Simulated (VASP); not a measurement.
# HfHF3 (Pm-3m) in VASP: further runs

HfHF3 is run at these levels: PBE; tasks: single point.

All numbers are computed with VASP 6.6.1; they aren't measurements. Logs are shortened: lines on timing, memory, paths and dates and some standing lists are left out, and cuts for length are marked.

**1. The cell of the first run**

The structure is cubic, space group Pm-3m (No. 221). Conventional cell: a = 3.590 Å, b = 3.590 Å, c = 3.590 Å, α = 90.00°, β = 90.00°, γ = 90.00°. Within 3.4 Å of Hf (site symmetry m-3m) lie 12 F at 2.54 Å and 8 H at 3.11 Å. H (site symmetry m-3m) has 6 F at 1.80 Å within 2.4 Å. F (site symmetry 4/mmm) has 2 H at 1.80 Å within 2.4 Å.

**2. Single point, PBE**

File INCAR:

```
ALGO = Normal
EDIFF = 1E-6
ENCUT = 520
GGA = PE
ISIF = 2
ISMEAR = 0
LASPH = T
LCHARG = F
LREAL = F
LWAVE = F
NBANDS = 24
NELM = 60
PREC = Accurate
SIGMA = 0.1
```

File KPOINTS:

```
k-points
0
Gamma
  4 4 4
```

File POSCAR:

```
HfHF3
1.0
    3.5902897364      0.0000000000      0.0000000000
    0.0000000000      3.5902897364      0.0000000000
    0.0000000000      0.0000000000      3.5902897364
Hf H F
1 1 3
Direct
    0.5000000000      0.5000000000      0.5000000000
    0.0000000000      0.0000000000      0.0000000000
    0.5000000000      0.0000000000      0.0000000000
    0.0000000000      0.5000000000      0.0000000000
    0.0000000000      0.0000000000      0.5000000000
```

Potentials or basis: VASP PAW PBE potentials, release 64 (Hf_pv, H, F).

Launch:

```console
> cat potpaw_PBE.64/Hf_pv/POTCAR potpaw_PBE.64/H/POTCAR potpaw_PBE.64/F/POTCAR > POTCAR
> mpirun -np 1 vasp_std > vasp.out
```

OUTCAR:

```text
EDIFF = 1E-6
   ENCUT = 520
   GGA = PE
   ISIF = 2
   ISMEAR = 0
   LASPH = T
   LREAL = F
   NELM = 60
   PREC = Accurate

 ion  position               nearest neighbor table
   1  0.500  0.500  0.500-   3 2.54   4 2.54   5 2.54   3 2.54   4 2.54   3 2.54   5 2.54   3 2.54
                             4 2.54   5 2.54   4 2.54   5 2.54
   2  0.000  0.000  0.000-
   3  0.500  0.000  0.000-   1 2.54   1 2.54   1 2.54   1 2.54
   4  0.000  0.500  0.000-   1 2.54   1 2.54   1 2.54   1 2.54
   5  0.000  0.000  0.500-   1 2.54   1 2.54   1 2.54   1 2.54

  LATTYP: Found a simple cubic cell.
 ALAT       =     3.5902897364

  Lattice vectors:

 A1 = (   3.5902897364,   0.0000000000,   0.0000000000)
 A2 = (   0.0000000000,   3.5902897364,   0.0000000000)
 A3 = (   0.0000000000,   0.0000000000,   3.5902897364)

Analysis of symmetry for initial positions (statically):
=====================================================================
 Subroutine PRICEL returns:
 Original cell was already a primitive cell.

 Routine SETGRP: Setting up the symmetry group for a
 simple cubic supercell.

 Subroutine GETGRP returns: Found 48 space group operations
 (whereof 48 operations were pure point group operations)
 out of a pool of 48 trial point group operations.

The static configuration has the point symmetry O_h .

Analysis of symmetry for dynamics (positions and initial velocities):
=====================================================================
 Subroutine PRICEL returns:
 Original cell was already a primitive cell.

 Routine SETGRP: Setting up the symmetry group for a
 simple cubic supercell.

 Subroutine GETGRP returns: Found 48 space group operations
 (whereof 48 operations were pure point group operations)
 out of a pool of 48 trial point group operations.

The dynamic configuration has the point symmetry O_h .

 Subroutine INISYM returns: Found 48 space group operations
 (whereof 48 operations are pure point group operations),
 and found     1 'primitive' translations

----------------------------------------------------------------------------------------

                                     Primitive cell

  volume of cell :      46.2795

  direct lattice vectors                    reciprocal lattice vectors
     3.590289736  0.000000000  0.000000000     0.278529053  0.000000000  0.000000000
     0.000000000  3.590289736  0.000000000     0.000000000  0.278529053  0.000000000
     0.000000000  0.000000000  3.590289736     0.000000000  0.000000000  0.278529053

  length of vectors
     3.590289736  3.590289736  3.590289736     0.278529053  0.278529053  0.278529053

  position of ions in fractional coordinates (direct lattice)
     0.500000000  0.500000000  0.500000000
     0.000000000  0.000000000  0.000000000
     0.500000000  0.000000000  0.000000000
     0.000000000  0.500000000  0.000000000
     0.000000000  0.000000000  0.500000000

  ion indices of the primitive-cell ions
   primitive index   ion index
                 1           1
                 2           2
                 3           3
                 4           4
                 5           5

----------------------------------------------------------------------------------------

 KPOINTS: k-points

Automatic generation of k-mesh.
 Grid dimensions read from file:
 generate k-points for:    4    4    4

 Generating k-lattice:

  Cartesian coordinates                     Fractional coordinates (reciprocal lattice)
     0.069632263  0.000000000  0.000000000     0.250000000  0.000000000  0.000000000
     0.000000000  0.069632263  0.000000000     0.000000000  0.250000000  0.000000000
     0.000000000  0.000000000  0.069632263     0.000000000  0.000000000  0.250000000

  Length of vectors
     0.069632263  0.069632263  0.069632263

  Shift w.r.t. Gamma in fractional coordinates (k-lattice)
     0.000000000  0.000000000  0.000000000

 Subroutine IBZKPT returns following result:
 ===========================================

 Found     10 irreducible k-points:

 Following reciprocal coordinates:
            Coordinates               Weight
  0.000000  0.000000  0.000000      1.000000
  0.250000  0.000000  0.000000      6.000000
  0.500000  0.000000  0.000000      3.000000
  0.250000  0.250000  0.000000     12.000000
  0.500000  0.250000  0.000000     12.000000
  0.500000  0.500000  0.000000      3.000000
  0.250000  0.250000  0.250000      8.000000
  0.500000  0.250000  0.250000     12.000000
  0.500000  0.500000  0.250000      6.000000
  0.500000  0.500000  0.500000      1.000000
   k-points           NKPTS =     10   k-points in BZ     NKDIM =     10   number of bands    NBANDS=     24
   number of dos      NEDOS =    301   number of ions     NIONS =      5
   total plane-waves  NPLWV =  21952
   dimension x,y,z NGX =    28 NGY =   28 NGZ =   28
   dimension x,y,z NGXF=    56 NGYF=   56 NGZF=   56
   ions per type =               1   1   3
   NGX,Y,Z   is equivalent  to a cutoff of  12.97, 12.97, 12.97 a.u.
   NGXF,Y,Z  is equivalent  to a cutoff of  25.93, 25.93, 25.93 a.u.
 SYSTEM =  unknown system
   PREC   = accura    normal or accurate (medium, high low for compatibility)
   ISTART =      0    job   : 0-new  1-cont  2-samecut
   ICHARG =      2    charge: 1-file 2-atom 10-const
   ISPIN  =      1    spin polarized calculation?
   LNONCOLLINEAR =      F non collinear calculations
   LSORBIT =      F    spin-orbit coupling
   LASPH  =      T    aspherical Exc in radial PAW
   ENCUT  =  520.0 eV  38.22 Ry    6.18 a.u.   6.68  6.68  6.68*2*pi/ulx,y,z
   NELM   =     60;   NELMIN=  2; NELMDL= -5     # of ELM steps
   EDIFF  = 0.1E-05   stopping-criterion for ELM
   LREAL  =      F    real-space projection
   EDIFFG = 0.1E-04   stopping-criterion for IOM
   NSW    =      0    number of steps for IOM
   IBRION =     -1    ionic relax: 0-MD 1-quasi-New 2-CG
   NFREE  =      0    steps in history (QN), initial steepest desc. (CG)
   ISIF   =      2    stress and relaxation
   ISYM   =      2    0-nonsym 1-usesym 2-fastsym
   POTIM  = 0.5000    time-step for ionic-motion
   TEBEG  =    0.0;   TEEND  =   0.0 temperature during run
   PSTRESS=    0.0 pullay stress
   NELECT =      32.0000    total number of electrons
   NUPDOWN=      -1.0000    fix difference up-down
   EMIN   =  10.00;   EMAX   =-10.00  energy-range for DOS
   EFERMI =   0.00;   METHOD = LEGACY
   ISMEAR =     0;   SIGMA  =   0.10  broadening in eV -4-tet -1-fermi 0-gaus
   EFERMI_NEDOS =   21; number of points for ismear=-14 and -15
   IALGO  =     38    algorithm
   IMIX   =      4    mixing-type and parameters
     AMIX     =   0.40;   BMIX     =  1.00
     AMIX_MAG =   1.60;   BMIX_MAG =  1.00
  volume/ion in A,a.u.               =       9.26        62.46
  Fermi-wavevector in a.u.,A,eV,Ry     =   1.447645  2.735652 28.513393  2.095675
  Thomas-Fermi vector in A             =   2.565576
   LORBIT       =      0    0 simple, 1 ext, 2 COOP (PROOUT), +10 PAW based schemes
   GGA     = PE    functional components
   LHFCALC =     F    Hartree Fock is set to
   AEXX    =    0.0000 exact exchange contribution
   IVDW    =     0    specifies the selected vdW correction
   LEPSILON=     F    determine dielectric tensor
   LRPA    =     F    only Hartree local field effects (RPA)
 non-spin polarized calculation
 Gauss-broadening in eV      SIGMA  =   0.10
  energy-cutoff  :      520.00
  volume of cell :       46.28
 maximum number of plane-waves:      1269
 NGX is ok and might be reduce to    28
   NGX = 13   NGY = 13   NGZ = 13

 number of electron      32.0000040 magnetization

 Free energy of the ion-electron system (eV)
  ---------------------------------------------------
  ext. energy  EPLUGINS =         0.00000000
  ---------------------------------------------------
  free energy    TOTEN  =       -24.97578113 eV

  energy without entropy =      -24.94453685  energy(sigma->0) =      -24.96015899

 E-fermi :   6.8717     XC(G=0): -11.5431

 val. band max:        6.8499700604   @ k =   0.5000   0.0000   0.0000
 cond. band min:       6.8984648487   @ k =   0.5000   0.5000   0.5000
 fundamental gap:      0.0484947883
 Fermi energy:         6.8716864043

 k-point     1 :       0.0000    0.0000    0.0000
  band No.  band energies     occupation
      1     -26.8780      2.00000
      2     -26.8780      2.00000
      3     -26.8780      2.00000
      4     -20.6959      2.00000
      5     -19.0898      2.00000
      6     -19.0898      2.00000
[... 16 lines left out ...]
     23      16.5680      0.00000
     24      19.8402      0.00000

 k-point     2 :       0.2500    0.0000    0.0000
  band No.  band energies     occupation
      1     -26.9774      2.00000
      2     -26.8710      2.00000
      3     -26.8710      2.00000
      4     -20.4177      2.00000
      5     -19.2626      2.00000
      6     -19.0694      2.00000
[... 16 lines left out ...]
     23      16.5557      0.00000
     24      16.8817      0.00000

 k-point     3 :       0.5000    0.0000    0.0000
  band No.  band energies     occupation
      1     -27.0731      2.00000
      2     -26.8640      2.00000
      3     -26.8640      2.00000
      4     -19.9447      2.00000
      5     -19.6339      2.00000
      6     -19.0475      2.00000
[... 16 lines left out ...]
     23      11.8822      0.00000
     24      16.5706      0.00000
[... 136 lines left out ...]
 k-point     9 :       0.5000    0.5000    0.2500
  band No.  band energies     occupation
      1     -26.9976      2.00000
      2     -26.9976      2.00000
      3     -26.9127      2.00000
      4     -19.6040      2.00000
      5     -19.5133      2.00000
      6     -19.5133      2.00000
[... 16 lines left out ...]
     23      14.6342      0.00000
     24      14.6342      0.00000

 k-point    10 :       0.5000    0.5000    0.5000
  band No.  band energies     occupation
      1     -26.9738      2.00000
      2     -26.9738      2.00000
      3     -26.9738      2.00000
      4     -19.5652      2.00000
      5     -19.5652      2.00000
      6     -19.5652      2.00000
[... 16 lines left out ...]
     23      15.6577      0.00000
     24      15.6577      0.00000

------------------------ aborting loop because EDIFF is reached ----------------------------------------

  FORCE on cell =-STRESS in cart. coord.  units (eV):
  Direction    XX          YY          ZZ          XY          YZ          ZX
  --------------------------------------------------------------------------------------
  -------------------------------------------------------------------------------------
  Total       -0.5154983     -0.5154983     -0.5154983     -0.0000000     -0.0000000      0.0000000
  in kB      -17.8463468    -17.8463468    -17.8463468     -0.0000000     -0.0000000      0.0000000
  external PRESSURE =     -17.8463468 kB  Pullay stress =       0.0000000 kB

 VOLUME and BASIS-vectors are now :
 -----------------------------------------------------------------------------
  energy-cutoff  :      520.00
  volume of cell :       46.28
      direct lattice vectors                 reciprocal lattice vectors
     3.590289736  0.000000000  0.000000000     0.278529053  0.000000000  0.000000000
     0.000000000  3.590289736  0.000000000     0.000000000  0.278529053  0.000000000
     0.000000000  0.000000000  3.590289736     0.000000000  0.000000000  0.278529053

 POSITION                                       TOTAL-FORCE (eV/Angst)
 -----------------------------------------------------------------------------------
      1.79514      1.79514      1.79514         0.000000      0.000000      0.000000
      0.00000      0.00000      0.00000         0.000000      0.000000      0.000000
      1.79514      0.00000      0.00000         0.000000      0.000000      0.000000
      0.00000      1.79514      0.00000         0.000000      0.000000      0.000000
      0.00000      0.00000      1.79514         0.000000      0.000000      0.000000
 -----------------------------------------------------------------------------------
    total drift:                                0.000000      0.000000     -0.000000

  FREE ENERGIE OF THE ION-ELECTRON SYSTEM (eV)
  ---------------------------------------------------
  free  energy   TOTEN  =       -24.9757811287 eV

  energy  without entropy=      -24.9445368540  energy(sigma->0) =      -24.96015899
```

Wall time 11 s (1 thread of Intel Xeon Platinum 8488C (Sapphire Rapids), shared host); peak memory 0.16 GiB.

What came out:

* Free energy: -24.9758 eV
* Pressure: -1.8 GPa
* Band gap on the k mesh: zero (band 16 reaches 7.46 eV, above the bottom of band 17 at 4.97 eV)

Levels at points of the mesh, in eV from the Fermi level:
```csv
k point,band 11,band 12,band 13,band 14,band 15,band 16,band 17,band 18,band 19,band 20
"(0.00, 0.00, 0.00)",-7.57,-7.57,-6.38,-6.38,-6.38,-2.49,-1.90,-1.90,-0.68,0.61
"(0.50, 0.00, 0.00)",-8.61,-8.00,-8.00,-6.77,-6.77,-0.11,-0.02,0.25,0.81,2.12
"(0.50, 0.50, 0.00)",-8.25,-8.25,-7.74,-6.71,-6.22,0.59,0.61,1.82,2.05,2.05
"(0.50, 0.50, 0.50)",-6.57,-6.57,-6.57,-6.20,-6.20,0.03,0.03,0.03,1.81,1.81
```

Caveat: the k points lie up to 0.44 Å⁻¹ apart; spin-orbit coupling is left out, which moves the levels of the heavy elements.

[end of part 1 of 2]
